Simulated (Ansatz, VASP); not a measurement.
# ZrS2: VASP beside Ansatz

INCAR

```
ALGO = Normal
EDIFF = 1E-6
ENCUT = 500
GGA = PE
GGA_COMPAT = False
ISIF = 2
ISMEAR = -1
LASPH = True
LCHARG = False
LREAL = False
LWAVE = False
NBANDS = 19
NELM = 120
PREC = Accurate
SIGMA = 0.02
```

File KPOINTS:

```
k-points
0
Gamma
  12 12 4
```

The input POSCAR:

```
ZrS2
1.0
    3.6009111033      0.0000000000      0.0000000000
   -1.8004555516      3.1184804922      0.0000000000
    0.0000000000      0.0000000000      5.9154248369
Zr S
1 2
Direct
    0.0000000000      0.0000000000      0.0000000000
    0.3333333333      0.6666666667      0.2495774573
    0.6666666667      0.3333333333      0.7504225427
```

Input for Ansatz:

```yaml
crystal:
  lattice:
    - [3.6009111033, 0.0, 0.0]
    - [-1.8004555516, 3.1184804922, 0.0]
    - [0.0, 0.0, 5.9154248369]
  atoms:
    - { symbol: Zr, position: [0.0, 0.0, 0.0] }
    - { symbol: S, position: [0.3333333333, 0.6666666667, 0.2495774573] }
    - { symbol: S, position: [0.6666666667, 0.3333333333, 0.7504225427] }
kpoints:
  mp_grid: { grid: [12, 12, 4] }
  band_path:
    path:
      - [0.0, 0.0, 0.0]
      - [0.5, 0.0, 0.0]
      - [0.3333333333, 0.3333333333, 0.0]
      - [0.0, 0.0, 0.5]
      - [0.5, 0.0, 0.5]
      - [0.3333333333, 0.3333333333, 0.5]
      - [-0.104167, 0.052083, 0.0]
      - [0.0, 0.5, 0.5]
    npoints: 1
hamiltonian:
  xc: pbe
scf:
  occupations: { method: fermi_dirac, width: 0.02 }
  n_extra_bands: 4
output:
  forces: true
  stress: true
  eigenvalues: true
  write_density: true
  write_potential: true
  elf: true
  volumetric_format: npy
```

Change from the starting cell: epitaxial_xy strain -2.0%.

Alike in both runs: task single point; functional PBE; k mesh 12 × 12 × 4; occupations fermi-dirac, width 0.02 eV; no spin polarisation.

```csv
,VASP,Ansatz
version,VASP 6.6.1,Ansatz 0.2.0
potentials or method,"VASP PAW PBE potentials, release 64 (Zr_sv, S)","plane waves, PAW"
plane-wave cutoff (eV),500,420
valence electrons in the cell,24,24
```

Ansatz gave:

| Item | Value |
| --- | --- |
| gap on the k mesh at the Fermi level (eV) | 0.78 |
| pressure (GPa) | 3.6 |
| traceless stress, the component that is largest in VASP (GPa) | -1.45 |
| rms of the force components (eV/Å) | 0.024 |

**Question.** What did VASP give for the same quantities?

**Answer.** gap on the k mesh at the Fermi level (eV): 0.78; pressure (GPa): 3.5; traceless stress, the component that is largest in VASP (GPa): -1.42; rms of the force components (eV/Å): 0.027.

Atom by atom the forces differ by 0.003 eV/Å (rms over components).
